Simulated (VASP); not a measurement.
Set up this calculation in VASP 6.6.1, as the native input.

* Task: electric field gradients
* Functional: LDA
* Potentials or basis: VASP PAW LDA potentials, release 64 (Mg, B)
* Cutoff: 520 eV
* k mesh: 15 × 15 × 12
* Occupations: fermi-dirac, width 0.05 eV
* Spin: no spin polarisation
* Dipole correction: no
* Further INCAR settings: ALGO = Normal; EDIFF = 1e-08; NBANDS = 11

The structure of MgB2 lies in POSCAR:

```
MgB2
1.0
    3.0850007055      0.0000000000      0.0000000000
   -1.5425003528      2.6716889817      0.0000000000
    0.0000000000      0.0000000000      3.5230000000
Mg B
1 2
Direct
    0.0000000000      0.0000000000      0.0000000000
    0.3333333333      0.6666666667      0.5000000000
    0.6666666667      0.3333333333      0.5000000000
```

The input as run:

INCAR

```
PREC = Accurate ; ENCUT = 520
EDIFF = 1E-8 ; ISMEAR = -1
SIGMA = 0.05 ; LREAL = False
LASPH = True ; NELM = 60
ALGO = Normal ; ISIF = 2
LWAVE = False ; LCHARG = False
LEFG = True ; NBANDS = 11
```

KPOINTS

```
Automatic mesh
0
Gamma
  15 15 12
```

Potentials or basis: VASP PAW LDA potentials, release 64 (Mg, B).

Run with:

```bash
$ cat potpaw_LDA.64/Mg/POTCAR potpaw_LDA.64/B/POTCAR > POTCAR
$ mpirun -np 1 vasp_std > vasp.out
```

It gave:

```
Pressure               : -8.2 GPa
Band gap on the k mesh : zero (band 4 reaches 7.01 eV, above the bottom of band 5 at 3.21 eV)
```

Caveat: without QUAD_EFG the Cq values of the log hold for a quadrupole moment of 1 mb, not for the nuclei.

Run time: 32 s on 1 thread of Intel(R) Xeon(R) Platinum 8259CL CPU @ 2.50GHz (Skylake/Cascade Lake) (shared host), peak memory 0.18 GiB.
